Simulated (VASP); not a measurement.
The system is Tl2Ge.

```
Tl Ge
1.0
    -2.50814    2.50814    6.30449
     2.50814   -2.50814    6.30449
     2.50814    2.50814   -6.30449
Tl Ge
4 2
Direct
  0.20660 0.20660 0.00000
  0.95660 0.45660 0.50000
  0.54340 0.04340 0.50000
  0.79340 0.79340 0.00000
  0.00000 0.00000 0.00000
  0.75000 0.25000 0.50000
```

- Program: VASP 6.6.1
- Task: relaxation of cell and atoms
- Functional: PBE
- Potentials or basis: VASP PAW PBE potentials, release 64 (Tl_d, Ge_d)
- Cutoff: 600 eV
- k mesh: 6 × 6 × 6
- Occupations: gaussian, width 0.1 eV
- Spin: no spin polarisation

At the start: pressure 19.3 GPa; volume 26.44 Å³/atom.

**Question.** Where does the relaxation end?

**Answer.** Over 7 steps the energy falls by 483.7 meV/atom and the volume is 37.36 Å³/atom (+41.3 %); space group I4_1/amd (No. 141, to 0.1 Å) before and after.

The path:
| step | energy change (eV) | largest force (eV/Å) | pressure (GPa) | volume (Å³) |
| --- | --- | --- | --- | --- |
| 1 | 0.0000 | 1.3839 | 19.30 | 158.64 |
| 2 | -2.7972 | 0.1939 | -1.38 | 243.52 |
| 3 | -2.8936 | 0.0609 | 0.37 | 220.90 |
| 4 | -2.8965 | 0.0920 | 0.02 | 224.50 |
| 5 | -2.8963 | 0.0779 | 0.18 | 223.03 |
| 6 | -2.9008 | 0.0456 | 0.12 | 223.57 |
| 7 | -2.9023 | 0.0080 | 0.09 | 224.17 |

Final structure:
```
CELL_PARAMETERS angstrom
-2.80912 2.80912 7.10189
2.80912 -2.80912 7.10189
2.80912 2.80912 -7.10189
ATOMIC_POSITIONS crystal
Tl 0.21031 0.21031 0.00000
Tl 0.96031 0.46031 0.50000
Tl 0.53969 0.03969 0.50000
Tl 0.78969 0.78969 0.00000
Ge 0.00000 0.00000 0.00000
Ge 0.75000 0.25000 0.50000
```

Caveat: the volume moved by over 15 % at a fixed basis, so the end points are rough.
